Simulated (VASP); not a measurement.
Crystal: I.

```
I
1.0
     3.63503   -2.39502    0.00000
     3.63503    2.39502    0.00000
     0.00000    0.00000    9.79344
I
4
Cartesian
  3.6350 -0.7152 3.7646
  3.6350 1.6799 1.1321
  3.6350 0.7152 6.0288
  3.6350 -1.6799 8.6613
```

- Program: VASP 6.6.1
- Task: relaxation of cell and atoms
- Functional: PBE
- Dispersion: D4
- Potentials or basis: VASP PAW PBE potentials, release 64 (I)
- Cutoff: 600 eV
- k mesh: 7 × 7 × 3
- Occupations: fermi-dirac, width 0.05 eV
- Spin: no spin polarisation

At the start: pressure 0.3 GPa; volume 42.63 Å³/atom.

Task: How do energy, volume and symmetry change on relaxing?

Result: Over 23 steps the energy falls by 42.7 meV/atom and the volume is 39.38 Å³/atom (-7.6 %); space group Cmce (No. 64, to 0.1 Å) before and after.

The path:
```csv
step,energy change (eV),largest force (eV/Å),pressure (GPa),volume (Å³)
1,0.0000,0.8572,0.34,170.52
2,-0.0543,0.0595,-1.46,172.72
3,-0.0600,0.1805,-1.07,172.17
4,-0.1174,0.1422,-0.67,166.30
5,-0.1495,0.1355,0.12,159.11
6,-0.1495,0.1388,0.16,158.81
7,-0.1545,0.1290,-0.05,158.60
8,-0.1554,0.1635,-0.18,158.45
9,-0.1593,0.1529,-0.08,157.79
10,-0.1650,0.1236,0.16,156.14
11,-0.1655,0.1077,0.30,155.33
12,-0.1688,0.0710,0.07,156.13
13,-0.1692,0.0601,-0.02,156.50
14,-0.1700,0.0110,0.08,156.50
15,-0.1700,0.0032,0.10,156.50
16,-0.1704,0.0099,0.01,157.09
17,-0.1705,0.0166,-0.04,157.48
18,-0.1707,0.0200,-0.02,157.61
19,-0.1707,0.0251,0.00,157.71
20,-0.1709,0.0080,-0.03,157.75
21,-0.1709,0.0060,-0.05,157.77
22,-0.1709,0.0061,0.03,157.36
23,-0.1710,0.0037,0.00,157.51
```

Final structure:
```yaml
crystal:
  lattice:
    - [3.65032, -2.24022, 0.00000]
    - [3.65032, 2.24022, 0.00000]
    - [0.00000, 0.00000, 9.63044]
  atoms:
    - { symbol: I, position: [0.67165, 0.32835, 0.37758] }
    - { symbol: I, position: [0.17165, 0.82835, 0.12242] }
    - { symbol: I, position: [0.32835, 0.67165, 0.62242] }
    - { symbol: I, position: [0.82835, 0.17165, 0.87758] }
```
